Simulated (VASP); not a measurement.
**ZrGe2Pd3: single point with PBE**

Crystal: ZrGe2Pd3.

```
Zr Ge Pd
1.0
     2.60293   -4.45110    0.00000
     2.60293    4.45110    0.00000
     0.00000    0.00000    4.42396
Zr Ge Pd
1 2 3
Direct
  0.50000 0.50000 0.00000
  0.00000 0.50000 0.50000
  0.50000 0.00000 0.50000
  0.18122 0.81878 0.00000
  0.81878 0.18122 0.00000
  0.00000 0.00000 0.50000
```

The cell was built from a structure type or drawn by symmetry, and may not be a known phase.

```
Program                : VASP 6.6.1
Task                   : single point
Functional             : PBE
Potentials or basis    : VASP PAW PBE potentials, release 64 (Zr_sv, Ge_d, Pd)
Cutoff                 : 520 eV
k mesh                 : 4 × 4 × 4
Occupations            : gaussian, width 0.2 eV
Spin                   : no spin polarisation
Dipole correction      : no
Further INCAR settings : ALGO = Normal; EDIFF = 1e-07; NBANDS = 44
```

* Pressure: 0.0 GPa
* Largest force: 0.037 eV/Å
* Band gap on the k mesh: zero (bands 35 and 36 overlap by 1.83 eV)

Forces in eV/Å, atoms in the order of the input:
```
Zr   0.000  0.000  0.000
Ge   0.000  0.000  0.000
Ge   0.000  0.000  0.000
Pd   0.000  0.037  0.000
Pd   0.000 -0.037  0.000
Pd   0.000  0.000  0.000
```

Stress tensor (GPa, compression positive):
```
 0.14  0.00  0.00
 0.00 -0.08  0.00
 0.00  0.00 -0.07
```

Levels at points of the mesh, in eV from the Fermi level:
```csv
k point,band 31,band 32,band 33,band 34,band 35,band 36,band 37,band 38,band 39,band 40
"(0.00, 0.00, 0.00)",-1.94,-1.43,-1.40,-1.11,-0.43,0.03,0.09,0.79,0.94,1.39
"(0.50, 0.00, 0.00)",-1.92,-1.83,-1.67,-0.80,0.72,0.87,0.96,0.96,2.09,2.70
"(0.50, 0.50, 0.00)",-2.30,-2.17,-1.59,0.23,1.06,1.47,1.62,1.87,2.34,2.77
"(0.00, 0.00, 0.50)",-2.05,-1.76,-1.61,-1.06,-0.85,-0.77,-0.23,1.41,2.99,3.05
"(0.50, 0.00, 0.50)",-1.93,-1.91,-1.61,-1.24,0.00,0.47,1.23,1.32,1.50,1.93
"(0.50, 0.50, 0.50)",-2.23,-1.92,-1.47,-1.33,-0.24,0.27,0.82,0.90,1.18,1.48
```

Wall time 69 s on 1 thread of Intel(R) Xeon(R) 6975P-C (Granite Rapids) (shared host), peak memory 0.28 GiB.
